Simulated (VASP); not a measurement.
# BiTe (Fm-3m) in VASP: notebook

BiTe is run at these levels: PBE+D4, PBE+D3(BJ); tasks: single point.

Everything below comes from runs of VASP 6.6.1. Logs are shortened: lines on timing, memory, paths and dates and some standing lists are left out, and cuts for length are marked.

### 1 The cell of the first run

The structure is cubic, space group Fm-3m (No. 225). The conventional cell has a = 6.414 Å, b = 6.414 Å, c = 6.414 Å, α = 90.00°, β = 90.00°, γ = 90.00°. Bi (site symmetry m-3m) has 6 Te at 3.21 Å within 4.2 Å. Within 4.2 Å of Te (site symmetry m-3m) lie 6 Bi at 3.21 Å.

### 2 Single point, PBE+D4

INCAR

```
ALGO = Normal
EDIFF = 1E-7
ENCUT = 520
GGA = PE
ISIF = 2
ISMEAR = 0
IVDW = 13
LASPH = True
LCHARG = False
LREAL = False
LWAVE = False
NBANDS = 18
NELM = 60
PREC = Accurate
SIGMA = 0.05
```

KPOINTS

```
k-points
0
Gamma
  6 6 6
```

POSCAR

```
BiTe
1.0
    0.0000000000      3.2071635394      3.2071635394
    3.2071635394      0.0000000000      3.2071635394
    3.2071635394      3.2071635394      0.0000000000
Bi Te
1 1
Direct
    0.5000000000      0.5000000000      0.5000000000
    0.0000000000      0.0000000000      0.0000000000
```

Potentials or basis: VASP PAW PBE potentials, release 64 (Bi_d, Te).

The run is started by

```
cat potpaw_PBE.64/Bi_d/POTCAR potpaw_PBE.64/Te/POTCAR > POTCAR
mpirun -np 1 vasp_std > vasp.out
```

OUTCAR:

```text
EDIFF = 1E-7
   ENCUT = 520
   GGA = PE
   ISIF = 2
   ISMEAR = 0
   IVDW = 13
   LASPH = True
   LREAL = False
   NELM = 60
   PREC = Accurate

 ion  position               nearest neighbor table
   1  0.500  0.500  0.500-   2 3.21   2 3.21   2 3.21   2 3.21   2 3.21   2 3.21
   2  0.000  0.000  0.000-   1 3.21   1 3.21   1 3.21   1 3.21   1 3.21   1 3.21

  LATTYP: Found a face centered cubic cell.
 ALAT       =     6.4143270788

  Lattice vectors:

 A1 = (   0.0000000000,   3.2071635394,   3.2071635394)
 A2 = (   3.2071635394,   0.0000000000,   3.2071635394)
 A3 = (   3.2071635394,   3.2071635394,   0.0000000000)

Analysis of symmetry for initial positions (statically):
=====================================================================
 Subroutine PRICEL returns:
 Original cell was already a primitive cell.

 Routine SETGRP: Setting up the symmetry group for a
 face centered cubic supercell.

 Subroutine GETGRP returns: Found 48 space group operations
 (whereof 48 operations were pure point group operations)
 out of a pool of 48 trial point group operations.

The static configuration has the point symmetry O_h .

Analysis of symmetry for dynamics (positions and initial velocities):
=====================================================================
 Subroutine PRICEL returns:
 Original cell was already a primitive cell.

 Routine SETGRP: Setting up the symmetry group for a
 face centered cubic supercell.

 Subroutine GETGRP returns: Found 48 space group operations
 (whereof 48 operations were pure point group operations)
 out of a pool of 48 trial point group operations.

The dynamic configuration has the point symmetry O_h .

 Subroutine INISYM returns: Found 48 space group operations
 (whereof 48 operations are pure point group operations),
 and found     1 'primitive' translations

----------------------------------------------------------------------------------------

                                     Primitive cell

  volume of cell :      65.9771

  direct lattice vectors                    reciprocal lattice vectors
     0.000000000  3.207163539  3.207163539    -0.155900999  0.155900999  0.155900999
     3.207163539  0.000000000  3.207163539     0.155900999 -0.155900999  0.155900999
     3.207163539  3.207163539  0.000000000     0.155900999  0.155900999 -0.155900999

  length of vectors
     4.535614174  4.535614174  4.535614174     0.270028451  0.270028451  0.270028451

  position of ions in fractional coordinates (direct lattice)
     0.500000000  0.500000000  0.500000000
     0.000000000  0.000000000  0.000000000

  ion indices of the primitive-cell ions
   primitive index   ion index
                 1           1
                 2           2

----------------------------------------------------------------------------------------

 KPOINTS: k-points

Automatic generation of k-mesh.
 Grid dimensions read from file:
 generate k-points for:    6    6    6

 Generating k-lattice:

  Cartesian coordinates                     Fractional coordinates (reciprocal lattice)
    -0.025983500  0.025983500  0.025983500     0.166666667  0.000000000  0.000000000
     0.025983500 -0.025983500  0.025983500     0.000000000  0.166666667  0.000000000
     0.025983500  0.025983500 -0.025983500     0.000000000  0.000000000  0.166666667

  Length of vectors
     0.045004742  0.045004742  0.045004742

  Shift w.r.t. Gamma in fractional coordinates (k-lattice)
     0.000000000  0.000000000  0.000000000

 Subroutine IBZKPT returns following result:
 ===========================================

 Found     16 irreducible k-points:

 Following reciprocal coordinates:
            Coordinates               Weight
  0.000000  0.000000  0.000000      1.000000
  0.166667  0.000000  0.000000      8.000000
  0.333333  0.000000  0.000000      8.000000
  0.500000  0.000000  0.000000      4.000000
  0.166667  0.166667  0.000000      6.000000
  0.333333  0.166667  0.000000     24.000000
[... 8 lines left out ...]
 -0.333333  0.333333  0.166667     24.000000
 -0.333333  0.500000  0.166667     12.000000
   k-points           NKPTS =     16   k-points in BZ     NKDIM =     16   number of bands    NBANDS=     18
   number of dos      NEDOS =    301   number of ions     NIONS =      2
   total plane-waves  NPLWV =  46656
   dimension x,y,z NGX =    36 NGY =   36 NGZ =   36
   dimension x,y,z NGXF=    72 NGYF=   72 NGZF=   72
   ions per type =               1   1
   NGX,Y,Z   is equivalent  to a cutoff of  13.20, 13.20, 13.20 a.u.
   NGXF,Y,Z  is equivalent  to a cutoff of  26.39, 26.39, 26.39 a.u.
 SYSTEM =  unknown system
   PREC   = accura    normal or accurate (medium, high low for compatibility)
   ISTART =      0    job   : 0-new  1-cont  2-samecut
   ICHARG =      2    charge: 1-file 2-atom 10-const
   ISPIN  =      1    spin polarized calculation?
   LNONCOLLINEAR =      F non collinear calculations
   LSORBIT =      F    spin-orbit coupling
   LASPH  =      T    aspherical Exc in radial PAW
   ENCUT  =  520.0 eV  38.22 Ry    6.18 a.u.   8.43  8.43  8.43*2*pi/ulx,y,z
   NELM   =     60;   NELMIN=  2; NELMDL= -5     # of ELM steps
   EDIFF  = 0.1E-06   stopping-criterion for ELM
   LREAL  =      F    real-space projection
   EDIFFG = 0.1E-05   stopping-criterion for IOM
   NSW    =      0    number of steps for IOM
   IBRION =     -1    ionic relax: 0-MD 1-quasi-New 2-CG
   NFREE  =      0    steps in history (QN), initial steepest desc. (CG)
   ISIF   =      2    stress and relaxation
   ISYM   =      2    0-nonsym 1-usesym 2-fastsym
   POTIM  = 0.5000    time-step for ionic-motion
   TEBEG  =    0.0;   TEEND  =   0.0 temperature during run
   PSTRESS=    0.0 pullay stress
   NELECT =      21.0000    total number of electrons
   NUPDOWN=      -1.0000    fix difference up-down
   EMIN   =  10.00;   EMAX   =-10.00  energy-range for DOS
   EFERMI =   0.00;   METHOD = LEGACY
   ISMEAR =     0;   SIGMA  =   0.05  broadening in eV -4-tet -1-fermi 0-gaus
   EFERMI_NEDOS =   21; number of points for ismear=-14 and -15
   IALGO  =     38    algorithm
   IMIX   =      4    mixing-type and parameters
     AMIX     =   0.40;   BMIX     =  1.00
     AMIX_MAG =   1.60;   BMIX_MAG =  1.00
  volume/ion in A,a.u.               =      32.99       222.62
  Fermi-wavevector in a.u.,A,eV,Ry     =   1.117764  2.112268 16.999073  1.249397
  Thomas-Fermi vector in A             =   2.254390
   LORBIT       =      0    0 simple, 1 ext, 2 COOP (PROOUT), +10 PAW based schemes
   GGA     = PE    functional components
   LHFCALC =     F    Hartree Fock is set to
   AEXX    =    0.0000 exact exchange contribution
   IVDW    =    13    specifies the selected vdW correction
   LEPSILON=     F    determine dielectric tensor
   LRPA    =     F    only Hartree local field effects (RPA)
 non-spin polarized calculation
 Gauss-broadening in eV      SIGMA  =   0.05
  energy-cutoff  :      520.00
  volume of cell :       65.98
 maximum number of plane-waves:      1807
 NGX is ok and might be reduce to    36
   NGX = 17   NGY = 17   NGZ = 17

 number of electron      21.0000005 magnetization

 Free energy of the ion-electron system (eV)
  ---------------------------------------------------
  ext. energy  EPLUGINS =         0.00000000
  ---------------------------------------------------
  free energy    TOTEN  =        -7.14435384 eV

  energy without entropy =       -7.13930247  energy(sigma->0) =       -7.14182816

 E-fermi :   6.8414     XC(G=0):  -9.5491

 val. band max:        6.8407732094   @ k =   0.3333   0.0000   0.0000
 cond. band min:       6.9922665484   @ k =   0.3333   0.0000   0.0000
 fundamental gap:      0.1514933390
 Fermi energy:         6.8413932875

 k-point     1 :       0.0000    0.0000    0.0000
  band No.  band energies     occupation
      1     -16.1854      2.00000
      2     -16.1854      2.00000
      3     -16.1810      2.00000
      4     -16.1810      2.00000
      5     -16.1810      2.00000
      6      -6.7342      2.00000
[... 10 lines left out ...]
     17      13.2113      0.00000
     18      13.4567      0.00000

 k-point     2 :       0.1667    0.0000    0.0000
  band No.  band energies     occupation
      1     -16.1865      2.00000
      2     -16.1865      2.00000
      3     -16.1805      2.00000
      4     -16.1793      2.00000
      5     -16.1793      2.00000
      6      -6.4782      2.00000
[... 10 lines left out ...]
     17      14.6966      0.00000
     18      14.9670      0.00000

 k-point     3 :       0.3333    0.0000    0.0000
  band No.  band energies     occupation
      1     -16.1893      2.00000
      2     -16.1893      2.00000
      3     -16.1795      2.00000
      4     -16.1753      2.00000
      5     -16.1753      2.00000
      6      -5.7306      2.00000
[... 10 lines left out ...]
     17      16.6024      0.00000
     18      17.5797      0.00000

 k-point     4 :       0.5000    0.0000    0.0000
  band No.  band energies     occupation
      1     -16.1907      2.00000
      2     -16.1907      2.00000
      3     -16.1790      2.00000
      4     -16.1732      2.00000
      5     -16.1732      2.00000
      6      -4.7099      2.00000
[... 10 lines left out ...]
     17      15.1902      0.00000
     18      16.2407      0.00000

 k-point     5 :       0.1667    0.1667    0.0000
  band No.  band energies     occupation
      1     -16.1891      2.00000
      2     -16.1841      2.00000
      3     -16.1820      2.00000
      4     -16.1782      2.00000
      5     -16.1782      2.00000
      6      -6.3983      2.00000
[... 10 lines left out ...]
     17      13.6832      0.00000
     18      13.9340      0.00000

 k-point     6 :       0.3333    0.1667    0.0000
  band No.  band energies     occupation
      1     -16.1922      2.00000
      2     -16.1851      2.00000
      3     -16.1814      2.00000
      4     -16.1755      2.00000
      5     -16.1744      2.00000
      6      -5.8355      2.00000
[... 10 lines left out ...]
     17      15.2897      0.00000
     18      15.5327      0.00000

 k-point     7 :       0.5000    0.1667    0.0000
  band No.  band energies     occupation
      1     -16.1930      2.00000
      2     -16.1878      2.00000
      3     -16.1788      2.00000
      4     -16.1744      2.00000
      5     -16.1724      2.00000
      6      -4.8764      2.00000
[... 10 lines left out ...]
     17      15.7927      0.00000
     18      16.6075      0.00000

 k-point     8 :      -0.3333    0.1667    0.0000
  band No.  band energies     occupation
      1     -16.1907      2.00000
      2     -16.1893      2.00000
      3     -16.1780      2.00000
      4     -16.1745      2.00000
      5     -16.1744      2.00000
      6      -5.2006      2.00000
[... 10 lines left out ...]
     17      16.0172      0.00000
     18      16.4689      0.00000

 k-point     9 :      -0.1667    0.1667    0.0000
  band No.  band energies     occupation
      1     -16.1886      2.00000
      2     -16.1874      2.00000
      3     -16.1798      2.00000
      4     -16.1779      2.00000
      5     -16.1760      2.00000
      6      -6.0636      2.00000
[... 10 lines left out ...]
     17      14.1279      0.00000
     18      16.8545      0.00000

 k-point    10 :       0.3333    0.3333    0.0000
  band No.  band energies     occupation
      1     -16.1972      2.00000
      2     -16.1839      2.00000
      3     -16.1815      2.00000
      4     -16.1723      2.00000
      5     -16.1723      2.00000
      6      -5.5245      2.00000
[... 10 lines left out ...]
     17      15.6889      0.00000
     18      15.6889      0.00000

 k-point    11 :       0.5000    0.3333    0.0000
  band No.  band energies     occupation
      1     -16.1986      2.00000
      2     -16.1828      2.00000
      3     -16.1826      2.00000
      4     -16.1713      2.00000
      5     -16.1705      2.00000
      6      -4.9182      2.00000
[... 10 lines left out ...]
     17      16.6198      0.00000
     18      16.8854      0.00000

 k-point    12 :      -0.3333    0.3333    0.0000
  band No.  band energies     occupation
      1     -16.1952      2.00000
      2     -16.1860      2.00000
      3     -16.1783      2.00000
      4     -16.1740      2.00000
      5     -16.1721      2.00000
      6      -4.4380      2.00000
[... 10 lines left out ...]
     17      16.0459      0.00000
     18      18.9501      0.00000

 k-point    13 :       0.5000    0.5000    0.0000
  band No.  band energies     occupation
      1     -16.2017      2.00000
      2     -16.1849      2.00000
      3     -16.1803      2.00000
      4     -16.1692      2.00000
      5     -16.1692      2.00000
      6      -4.8920      2.00000
[... 10 lines left out ...]
     17      16.6653      0.00000
     18      17.5442      0.00000

 k-point    14 :       0.5000    0.3333    0.1667
  band No.  band energies     occupation
      1     -16.1946      2.00000
      2     -16.1854      2.00000
      3     -16.1805      2.00000
      4     -16.1738      2.00000
      5     -16.1724      2.00000
      6      -5.1948      2.00000
[... 10 lines left out ...]
     17      15.3034      0.00000
     18      16.8007      0.00000

 k-point    15 :      -0.3333    0.3333    0.1667
  band No.  band energies     occupation
      1     -16.1949      2.00000
      2     -16.1864      2.00000
      3     -16.1773      2.00000
      4     -16.1763      2.00000
      5     -16.1708      2.00000
      6      -4.4326      2.00000
[... 10 lines left out ...]
     17      16.3032      0.00000
     18      17.5779      0.00000

 k-point    16 :      -0.3333    0.5000    0.1667
  band No.  band energies     occupation
      1     -16.1981      2.00000
      2     -16.1836      2.00000
      3     -16.1811      2.00000
      4     -16.1733      2.00000
      5     -16.1692      2.00000
      6      -4.5755      2.00000
[... 10 lines left out ...]
     17      17.2032      0.00000
     18      17.4405      0.00000

------------------------ aborting loop because EDIFF is reached ----------------------------------------

  DFT-D4 for vdW energy calculation

  Edisp (eV):   -1.01218

  FORCE on cell =-STRESS in cart. coord.  units (eV):
  Direction    XX          YY          ZZ          XY          YZ          ZX
  --------------------------------------------------------------------------------------
  -------------------------------------------------------------------------------------
  Total      -0.02708    -0.02708    -0.02708     0.00000    -0.00000    -0.00000
  in kB      -0.65751    -0.65751    -0.65751     0.00000    -0.00000    -0.00000
  external pressure =       -0.66 kB  Pullay stress =        0.00 kB

 VOLUME and BASIS-vectors are now :
 -----------------------------------------------------------------------------
  energy-cutoff  :      520.00
  volume of cell :       65.98
      direct lattice vectors                 reciprocal lattice vectors
     0.000000000  3.207163539  3.207163539    -0.155900999  0.155900999  0.155900999
     3.207163539  0.000000000  3.207163539     0.155900999 -0.155900999  0.155900999
     3.207163539  3.207163539  0.000000000     0.155900999  0.155900999 -0.155900999

 POSITION                                       TOTAL-FORCE (eV/Angst)
 -----------------------------------------------------------------------------------
      3.20716      3.20716      3.20716        -0.000000     -0.000000     -0.000000
      0.00000      0.00000      0.00000         0.000000      0.000000      0.000000
 -----------------------------------------------------------------------------------
    total drift:                                0.000000      0.000000      0.000000

  FREE ENERGIE OF THE ION-ELECTRON SYSTEM (eV)
  ---------------------------------------------------
  free  energy   TOTEN  =        -8.1565297921 eV

  energy  without entropy=       -8.1514784197  energy(sigma->0) =       -8.15400411
```

Wall time 17 s (1 thread of Intel Xeon Platinum 8488C (Sapphire Rapids), shared host); peak memory 0.2 GiB.

Results:

* Free energy: -8.1565 eV
* Pressure: -0.1 GPa
* Dispersion energy per atom: -0.506 eV

Caveat: spin-orbit coupling is left out, which moves the levels of the heavy elements; pairwise dispersion overbinds metals, which lowers pressure and volume.

### 3 Single point, PBE+D4 (volume scaled by 0.98)

INCAR

```
SYSTEM = BiTe
PREC     = Accurate       ! precision mode
ENCUT    = 520            ! plane-wave cutoff, eV
EDIFF    = 1E-6           ! SCF threshold, eV
ISMEAR   = 0              ! smearing method
SIGMA    = 0.05           ! smearing width, eV
LREAL    = .FALSE.        ! projectors in reciprocal space
LASPH    = .TRUE.         ! aspherical terms in the spheres
NELM     = 100            ! most SCF steps
ALGO     = Normal         ! electronic algorithm
ISIF     = 2              ! what is computed and relaxed
LWAVE    = .FALSE.        ! write WAVECAR
LCHARG   = .FALSE.        ! write CHGCAR
GGA      = PE             ! functional
IVDW     = 13             ! dispersion correction
NBANDS   = 18             ! bands
```

KPOINTS

```
Automatic mesh
0
G
  6 6 6
  0 0 0
```

POSCAR

```
BiTe
1.0
    0.0000000000      3.1856383033      3.1856383033
    3.1856383033      0.0000000000      3.1856383033
    3.1856383033      3.1856383033      0.0000000000
Bi Te
1 1
Direct
    0.5000000000      0.5000000000      0.5000000000
    0.0000000000      0.0000000000      0.0000000000
```

Potentials or basis: VASP PAW PBE potentials, release 64 (Bi_d, Te).

The run is started by

```
cat potpaw_PBE.64/Bi_d/POTCAR potpaw_PBE.64/Te/POTCAR > POTCAR
mpirun -np 1 vasp_std > vasp.out
```

It took 18 s on 1 thread of Intel Xeon Platinum 8488C (Sapphire Rapids), shared host; peak memory 0.2 GiB.

The run converged. Its results:

```
Free energy                : -8.1525 eV
Pressure                   : 1.0 GPa
Dispersion energy per atom : -0.516 eV
```

Levels at points of the mesh, in eV from the Fermi level:
| k point | band 7 | band 8 | band 9 | band 10 | band 11 | band 12 | band 13 | band 14 |
| --- | --- | --- | --- | --- | --- | --- | --- | --- |
| (0.00, 0.00, 0.00) | -7.82 | -2.55 | -2.55 | -2.55 | 2.38 | 2.38 | 2.38 | 4.72 |
| (0.50, 0.00, 0.00) | -11.28 | -1.89 | -1.89 | -1.46 | -0.71 | -0.57 | -0.57 | 7.55 |
| (0.50, 0.50, 0.00) | -9.83 | -5.85 | -4.11 | -4.11 | 2.20 | 3.94 | 3.94 | 5.43 |

Caveat: spin-orbit coupling is left out, which moves the levels of the heavy elements; pairwise dispersion overbinds metals, which lowers pressure and volume.

(Part 1 of 2 ends here.)
